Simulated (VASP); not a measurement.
Input of a VASP 6.6.1 run:

The input INCAR:

```
SYSTEM = BeS
ALGO = Normal
EDIFF = 1E-7
ENCUT = 520
GGA = PE
ISIF = 2
ISMEAR = 0
LASPH = .True.
LCHARG = .False.
LREAL = .False.
LWAVE = .False.
NBANDS = 11
NELM = 60
PREC = Accurate
SIGMA = 0.01
```

Contents of KPOINTS:

```
k-points
0
Gamma
  6 6 6
  0 0 0
```

The input POSCAR:

```
BeS
1.0
    0.0000000000      2.4343066371      2.4343066371
    2.4343066371      0.0000000000      2.4343066371
    2.4343066371      2.4343066371      0.0000000000
Be S
1 1
Direct
    0.0000000000      0.0000000000      0.0000000000
    0.2500000000      0.2500000000      0.2500000000
```

Potentials or basis: VASP PAW PBE potentials, release 64 (Be, S).

The run is started by

```sh
$ cat potpaw_PBE.64/Be/POTCAR potpaw_PBE.64/S/POTCAR > POTCAR
$ mpirun -np 1 vasp_std > vasp.out
```

Question: Predict the band gap on the k mesh.

Answer: 3.14 eV, indirect (least direct gap 5.67 eV).

Question: Predict the pressure.

Answer: 0.5 GPa.

A k mesh can miss the band edges. PBE gaps usually lie below the measured ones, often by a third to a half.
